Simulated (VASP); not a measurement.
Crystal: CO2.

```xyz
6
Lattice="4.2272 0.0000 0.0000 0.0000 4.2272 0.0000 0.0000 0.0000 4.6878" Properties=species:S:1:pos:R:3 pbc="T T T"
C     2.1136    2.1136    2.3439
C     0.0000    0.0000    0.0000
O     1.2886    2.9386    2.3439
O     2.9386    1.2886    2.3439
O     0.8250    0.8250    0.0000
O     3.4022    3.4022    0.0000
```

```yaml
Program: VASP 6.6.1
Task: relaxation of cell and atoms
Functional: PBE
Dispersion: D3(BJ)
Potentials_or_basis: VASP PAW PBE potentials, release 64 (C, O)
Cutoff: 600 eV
k_mesh: 6 × 6 × 6
Occupations: fermi-dirac, width 0.02 eV
Spin: no spin polarisation
```

At the start: pressure 2.8 GPa; volume 13.96 Å³/atom.

Task: How do energy, volume and symmetry change on relaxing?

Result: Over 20 steps the energy falls by 3.6 meV/atom and the volume is 14.94 Å³/atom (+7.0 %); space group P4_2/mnm (No. 136, to 0.1 Å) before and after.

The path:
| step | energy change (eV) | largest force (eV/Å) | pressure (GPa) | volume (Å³) |
| --- | --- | --- | --- | --- |
| 1 | 0.0000 | 0.7619 | 2.83 | 83.77 |
| 2 | 0.4304 | 4.3000 | -12.32 | 86.79 |
| 3 | -0.0121 | 0.0991 | 0.29 | 84.17 |
| 4 | -0.0122 | 0.0527 | 0.42 | 84.15 |
| 5 | -0.0122 | 0.0374 | 0.46 | 84.14 |
| 6 | -0.0135 | 0.0345 | 0.42 | 84.54 |
| 7 | -0.0169 | 0.0228 | 0.32 | 85.74 |
| 8 | -0.0208 | 0.0054 | 0.17 | 88.17 |
| 9 | -0.0192 | 0.0863 | 0.03 | 93.16 |
| 10 | -0.0215 | 0.0505 | 0.12 | 90.16 |
| 11 | 0.0016 | 1.0587 | -2.96 | 91.37 |
| 12 | -0.0215 | 0.0015 | -0.02 | 90.21 |
| 13 | -0.0215 | 0.0013 | -0.02 | 90.21 |
| 14 | -0.0215 | 0.0023 | -0.01 | 90.20 |
| 15 | -0.0216 | 0.0022 | -0.01 | 90.12 |
| 16 | -0.0216 | 0.0139 | -0.03 | 89.87 |
| 17 | -0.0216 | 0.0396 | -0.06 | 89.37 |
| 18 | -0.0216 | 0.0235 | -0.04 | 89.71 |
| 19 | -0.0216 | 0.0167 | -0.04 | 89.69 |
| 20 | -0.0216 | 0.0035 | 0.02 | 89.64 |

Final structure:
```
C O
1.0
     4.31898    0.00000    0.00000
     0.00000    4.31898    0.00000
     0.00000    0.00000    4.80566
C O
2 4
Cartesian
  2.1595 2.1595 2.4028
  0.0000 0.0000 0.0000
  1.3289 2.9901 2.4028
  2.9901 1.3289 2.4028
  0.8306 0.8306 0.0000
  3.4884 3.4884 0.0000
```
